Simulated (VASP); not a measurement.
# BaTe (P6_3/mmc) in VASP: a series of runs

The runs below take BaTe through single point, with PBE.

Everything below comes from runs of VASP 6.6.1. Logs are shortened: lines on timing, memory, paths and dates and some standing lists are left out, and cuts for length are marked.

### 1 The cell of the first run

Symmetry: P6_3/mmc, No. 194, hexagonal system. Conventional cell: a = 5.852 Å, b = 5.852 Å, c = 6.859 Å, α = 90.00°, β = 90.00°, γ = 120.00°. Within 4.4 Å of Ba (site symmetry -6m2) lie 5 Te at 3.38 to 3.43 Å. Te (site symmetry -6m2) has 5 Ba at 3.38 to 3.43 Å within 4.4 Å.

### 2 Single point, PBE (50.86 Å³/atom)

Contents of INCAR:

```
ALGO = Normal ; EDIFF = 1E-7
ENCUT = 520 ; GGA = PE
ISIF = 2 ; ISMEAR = 0
LASPH = True ; LCHARG = False
LREAL = False ; LWAVE = False
NBANDS = 24 ; NELM = 60
PREC = Accurate ; SIGMA = 0.01
```

Contents of KPOINTS:

```
k-points
0
Gamma
  6 6 4
```

Contents of POSCAR:

```
BaTe
1.0
    5.8518878150      0.0000000000      0.0000000000
   -2.9259439075      5.0678835079      0.0000000000
    0.0000000000      0.0000000000      6.8592259629
Ba Te
2 2
Direct
    0.3333333333      0.6666666667      0.2500000000
    0.6666666667      0.3333333333      0.7500000000
    0.6666666667      0.3333333333      0.2500000000
    0.3333333333      0.6666666667      0.7500000000
```

Potentials or basis: VASP PAW PBE potentials, release 64 (Ba_sv, Te).

Command:

```bash
$ cat potpaw_PBE.64/Ba_sv/POTCAR potpaw_PBE.64/Te/POTCAR > POTCAR
$ mpirun -np 1 vasp_std > vasp.out
```

OUTCAR:

```text
EDIFF = 1E-7
   ENCUT = 520
   GGA = PE
   ISIF = 2
   ISMEAR = 0
   LASPH = True
   LREAL = False
   NELM = 60
   PREC = Accurate

 ion  position               nearest neighbor table
   1  0.333  0.667  0.250-   3 3.38   3 3.38   3 3.38   4 3.43   4 3.43
   2  0.667  0.333  0.750-   4 3.38   4 3.38   4 3.38   3 3.43   3 3.43
   3  0.667  0.333  0.250-   1 3.38   1 3.38   1 3.38   2 3.43   2 3.43
   4  0.333  0.667  0.750-   2 3.38   2 3.38   2 3.38   1 3.43   1 3.43

  LATTYP: Found a hexagonal cell.
 ALAT       =     5.8518878150
 C/A-ratio  =     1.1721390054

  Lattice vectors:

 A1 = (   5.8518878150,   0.0000000000,   0.0000000000)
 A2 = (  -2.9259439075,   5.0678835079,   0.0000000000)
 A3 = (   0.0000000000,   0.0000000000,   6.8592259629)

Analysis of symmetry for initial positions (statically):
=====================================================================
 Subroutine PRICEL returns:
 Original cell was already a primitive cell.

 Routine SETGRP: Setting up the symmetry group for a
 hexagonal supercell.

 Subroutine GETGRP returns: Found 24 space group operations
 (whereof 12 operations were pure point group operations)
 out of a pool of 24 trial point group operations.

The static configuration has the point symmetry D_3d.
 The point group associated with its full space group is D_6h.

Analysis of symmetry for dynamics (positions and initial velocities):
=====================================================================
 Subroutine PRICEL returns:
 Original cell was already a primitive cell.

 Routine SETGRP: Setting up the symmetry group for a
 hexagonal supercell.

 Subroutine GETGRP returns: Found 24 space group operations
 (whereof 12 operations were pure point group operations)
 out of a pool of 24 trial point group operations.

The dynamic configuration has the point symmetry D_3d.
 The point group associated with its full space group is D_6h.

 Subroutine INISYM returns: Found 24 space group operations
 (whereof 12 operations are pure point group operations),
 and found     1 'primitive' translations

----------------------------------------------------------------------------------------

                                     Primitive cell

  volume of cell :     203.4219

  direct lattice vectors                    reciprocal lattice vectors
     5.851887815  0.000000000  0.000000000     0.170885026  0.098660516  0.000000000
    -2.925943908  5.067883508  0.000000000     0.000000000  0.197321031  0.000000000
     0.000000000  0.000000000  6.859225963     0.000000000  0.000000000  0.145789045

  length of vectors
     5.851887815  5.851887815  6.859225963     0.197321031  0.197321031  0.145789045

  position of ions in fractional coordinates (direct lattice)
     0.333333333  0.666666667  0.250000000
     0.666666667  0.333333333  0.750000000
     0.666666667  0.333333333  0.250000000
     0.333333333  0.666666667  0.750000000

  ion indices of the primitive-cell ions
   primitive index   ion index
                 1           1
                 2           2
                 3           3
                 4           4

----------------------------------------------------------------------------------------

 KPOINTS: k-points

Automatic generation of k-mesh.
 Grid dimensions read from file:
 generate k-points for:    6    6    4

 Generating k-lattice:

  Cartesian coordinates                     Fractional coordinates (reciprocal lattice)
     0.028480838  0.016443419  0.000000000     0.166666667  0.000000000  0.000000000
     0.000000000  0.032886839  0.000000000     0.000000000  0.166666667  0.000000000
     0.000000000  0.000000000  0.036447261     0.000000000  0.000000000  0.250000000

  Length of vectors
     0.032886839  0.032886839  0.036447261

  Shift w.r.t. Gamma in fractional coordinates (k-lattice)
     0.000000000  0.000000000  0.000000000

 Subroutine IBZKPT returns following result:
 ===========================================

 Found     21 irreducible k-points:

 Following reciprocal coordinates:
            Coordinates               Weight
  0.000000  0.000000  0.000000      1.000000
  0.166667 -0.000000  0.000000      6.000000
  0.333333 -0.000000  0.000000      6.000000
  0.500000  0.000000  0.000000      3.000000
  0.166667  0.166667  0.000000      6.000000
  0.333333  0.166667  0.000000     12.000000
[... 13 lines left out ...]
  0.333333  0.166667  0.500000     12.000000
  0.333333  0.333333  0.500000      2.000000
   k-points           NKPTS =     21   k-points in BZ     NKDIM =     21   number of bands    NBANDS=     24
   number of dos      NEDOS =    301   number of ions     NIONS =      4
   total plane-waves  NPLWV = 124416
   dimension x,y,z NGX =    48 NGY =   48 NGZ =   54
   dimension x,y,z NGXF=    96 NGYF=   96 NGZF=  108
   ions per type =               2   2
   NGX,Y,Z   is equivalent  to a cutoff of  13.64, 13.64, 13.09 a.u.
   NGXF,Y,Z  is equivalent  to a cutoff of  27.27, 27.27, 26.18 a.u.
 SYSTEM =  unknown system
   PREC   = accura    normal or accurate (medium, high low for compatibility)
   ISTART =      0    job   : 0-new  1-cont  2-samecut
   ICHARG =      2    charge: 1-file 2-atom 10-const
   ISPIN  =      1    spin polarized calculation?
   LNONCOLLINEAR =      F non collinear calculations
   LSORBIT =      F    spin-orbit coupling
   LASPH  =      T    aspherical Exc in radial PAW
   ENCUT  =  520.0 eV  38.22 Ry    6.18 a.u.  10.88 10.88 12.75*2*pi/ulx,y,z
   NELM   =     60;   NELMIN=  2; NELMDL= -5     # of ELM steps
   EDIFF  = 0.1E-06   stopping-criterion for ELM
   LREAL  =      F    real-space projection
   EDIFFG = 0.1E-05   stopping-criterion for IOM
   NSW    =      0    number of steps for IOM
   IBRION =     -1    ionic relax: 0-MD 1-quasi-New 2-CG
   NFREE  =      0    steps in history (QN), initial steepest desc. (CG)
   ISIF   =      2    stress and relaxation
   ISYM   =      2    0-nonsym 1-usesym 2-fastsym
   POTIM  = 0.5000    time-step for ionic-motion
   TEBEG  =    0.0;   TEEND  =   0.0 temperature during run
   PSTRESS=    0.0 pullay stress
   NELECT =      32.0000    total number of electrons
   NUPDOWN=      -1.0000    fix difference up-down
   EMIN   =  10.00;   EMAX   =-10.00  energy-range for DOS
   EFERMI =   0.00;   METHOD = LEGACY
   ISMEAR =     0;   SIGMA  =   0.01  broadening in eV -4-tet -1-fermi 0-gaus
   EFERMI_NEDOS =   21; number of points for ismear=-14 and -15
   IALGO  =     38    algorithm
   IMIX   =      4    mixing-type and parameters
     AMIX     =   0.40;   BMIX     =  1.00
     AMIX_MAG =   1.60;   BMIX_MAG =  1.00
  volume/ion in A,a.u.               =      50.86       343.19
  Fermi-wavevector in a.u.,A,eV,Ry     =   0.883742  1.670031 10.626153  0.781000
  Thomas-Fermi vector in A             =   2.004549
   LORBIT       =      0    0 simple, 1 ext, 2 COOP (PROOUT), +10 PAW based schemes
   GGA     = PE    functional components
   LHFCALC =     F    Hartree Fock is set to
   AEXX    =    0.0000 exact exchange contribution
   IVDW    =     0    specifies the selected vdW correction
   LEPSILON=     F    determine dielectric tensor
   LRPA    =     F    only Hartree local field effects (RPA)
 non-spin polarized calculation
 Gauss-broadening in eV      SIGMA  =   0.01
  energy-cutoff  :      520.00
  volume of cell :      203.42
 maximum number of plane-waves:      5498
 NGX is ok and might be reduce to    48
   NGX = 21   NGY = 21   NGZ = 25

 number of electron      31.9999998 magnetization

 Free energy of the ion-electron system (eV)
  ---------------------------------------------------
  ext. energy  EPLUGINS =         0.00000000
  ---------------------------------------------------
  free energy    TOTEN  =       -16.69644856 eV

  energy without entropy =      -16.69644856  energy(sigma->0) =      -16.69644856

 E-fermi :   1.4204     XC(G=0):  -7.3058

 val. band max:        1.3531469585   @ k =   0.0000   0.0000   0.0000
 cond. band min:       3.1203665771   @ k =   0.3333   0.3333   0.0000
 fundamental gap:      1.7672196186
 Fermi energy:         1.4203588146

 k-point     1 :       0.0000    0.0000    0.0000
  band No.  band energies     occupation
      1     -25.7732      2.00000
      2     -25.7531      2.00000
      3     -11.1335      2.00000
      4     -11.0670      2.00000
      5     -11.0670      2.00000
      6     -10.9828      2.00000
[... 16 lines left out ...]
     23       5.9335      0.00000
     24       6.9119      0.00000

 k-point     2 :       0.1667   -0.0000    0.0000
  band No.  band energies     occupation
      1     -25.7717      2.00000
      2     -25.7539      2.00000
      3     -11.1202      2.00000
      4     -11.1030      2.00000
      5     -11.0743      2.00000
      6     -11.0283      2.00000
[... 16 lines left out ...]
     23       6.1875      0.00000
     24       6.2667      0.00000

 k-point     3 :       0.3333   -0.0000    0.0000
  band No.  band energies     occupation
      1     -25.7679      2.00000
      2     -25.7563      2.00000
      3     -11.1713      2.00000
      4     -11.1134      2.00000
      5     -11.0882      2.00000
      6     -11.0860      2.00000
[... 16 lines left out ...]
     23       5.8839      0.00000
     24       6.1289      0.00000
[... 433 lines left out ...]
 k-point    20 :       0.3333    0.1667    0.5000
  band No.  band energies     occupation
      1     -25.7617      2.00000
      2     -25.7617      2.00000
      3     -11.3216      2.00000
      4     -11.3216      2.00000
      5     -11.0458      2.00000
      6     -11.0458      2.00000
[... 16 lines left out ...]
     23       6.2100      0.00000
     24       6.2100      0.00000

 k-point    21 :       0.3333    0.3333    0.5000
  band No.  band energies     occupation
      1     -25.7615      2.00000
      2     -25.7615      2.00000
      3     -11.3371      2.00000
      4     -11.3371      2.00000
      5     -11.0541      2.00000
      6     -11.0541      2.00000
[... 16 lines left out ...]
     23       6.3904      0.00000
     24       6.3904      0.00000

------------------------ aborting loop because EDIFF is reached ----------------------------------------

  FORCE on cell =-STRESS in cart. coord.  units (eV):
  Direction    XX          YY          ZZ          XY          YZ          ZX
  --------------------------------------------------------------------------------------
  -------------------------------------------------------------------------------------
  Total        2.1559297      2.1559297      2.7148657      0.0000000      0.0000000     -0.0000000
  in kB       16.9803819     16.9803819     21.3826344      0.0000000      0.0000000     -0.0000000
  external PRESSURE =      18.4477994 kB  Pullay stress =       0.0000000 kB

 VOLUME and BASIS-vectors are now :
 -----------------------------------------------------------------------------
  energy-cutoff  :      520.00
  volume of cell :      203.42
      direct lattice vectors                 reciprocal lattice vectors
     5.851887815  0.000000000  0.000000000     0.170885026  0.098660516  0.000000000
    -2.925943908  5.067883508  0.000000000     0.000000000  0.197321031  0.000000000
     0.000000000  0.000000000  6.859225963     0.000000000  0.000000000  0.145789045

 POSITION                                       TOTAL-FORCE (eV/Angst)
 -----------------------------------------------------------------------------------
     -0.00000      3.37859      1.71481        -0.000000     -0.000000      0.000000
      2.92594      1.68929      5.14442         0.000000      0.000000      0.000000
      2.92594      1.68929      1.71481         0.000000     -0.000000     -0.000000
     -0.00000      3.37859      5.14442         0.000000      0.000000     -0.000000
 -----------------------------------------------------------------------------------
    total drift:                               -0.000000      0.000000     -0.000000

  FREE ENERGIE OF THE ION-ELECTRON SYSTEM (eV)
  ---------------------------------------------------
  free  energy   TOTEN  =       -16.6964485614 eV

  energy  without entropy=      -16.6964485614  energy(sigma->0) =      -16.69644856
```

It took 2.6 min on 1 thread of Intel Xeon Platinum 8259CL at 2.50GHz (Skylake/Cascade Lake), shared host; peak memory 0.4 GiB.

Results:

```
Free energy            : -16.6964 eV
Pressure               : 1.8 GPa
Band gap on the k mesh : 1.77 eV (least direct gap 2.07 eV)
```

Stress tensor (GPa, compression positive):
```
1.70 0.00 0.00
0.00 1.70 0.00
0.00 0.00 2.14
```

Levels at points of the mesh, in eV from the valence-band top:
| k point | band 12 | band 13 | band 14 | band 15 | band 16 | band 17 | band 18 | band 19 | band 20 | band 21 |
| --- | --- | --- | --- | --- | --- | --- | --- | --- | --- | --- |
| (0.00, 0.00, 0.00) | -1.16 | -1.05 | -1.05 | -0.95 | 0.00 | 2.37 | 2.68 | 2.68 | 3.66 | 4.52 |
| (0.50, 0.00, 0.00) | -1.10 | -0.89 | -0.78 | -0.57 | -0.44 | 2.23 | 2.70 | 2.87 | 3.83 | 3.97 |
| (0.00, 0.00, 0.50) | -1.55 | -1.21 | -1.21 | -1.21 | -1.21 | 3.20 | 3.20 | 4.25 | 4.25 | 4.25 |
| (0.50, 0.00, 0.50) | -1.92 | -1.02 | -1.02 | -0.81 | -0.81 | 3.08 | 3.08 | 3.88 | 3.88 | 4.51 |

Caveat: spin-orbit coupling is left out, which moves the levels of the heavy elements. A k mesh can miss the band edges.

(Part 1 of 3 ends here.)
